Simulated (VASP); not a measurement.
CdS:

```
CELL_PARAMETERS angstrom
4.20358 0.00000 0.00000
-2.10179 3.64041 0.00000
0.00000 0.00000 5.72573
ATOMIC_POSITIONS crystal
Cd 0.00000 0.00000 0.44269
S 0.66667 0.33333 0.43431
```

This cell differs from its parent crystal: volume scaled by 0.96.

Base run:

| Property | Result |
| --- | --- |
| Program | VASP 6.6.1 |
| Functional | PBE |
| Potentials or basis | VASP PAW PBE potentials, release 64 (Cd, S) |
| Cutoff | 520 eV |
| k mesh | 7 × 7 × 5 |
| Occupations | fermi-dirac, width 0.05 eV |
| Spin | no spin polarisation |

Its results: band gap on the k mesh 1.54 eV, indirect (the least direct gap lies 4.3 meV higher); pressure 1.2 GPa.

Q: The run is repeated on the same cell with these changes: functional from PBE to HSE06; k mesh from 7 × 7 × 5 to 4 × 4 × 4. What comes out?

A: Band gap on the k mesh 2.57 eV, indirect (least direct gap 2.58 eV); pressure 0.7 GPa.

Several settings changed at once, so the effect can't be laid on one alone.

Caveats: some runs use coarse meshes; the PAW data sets were made with another functional, which shifts forces and pressure a little (some runs).

A k mesh can miss the band edges.
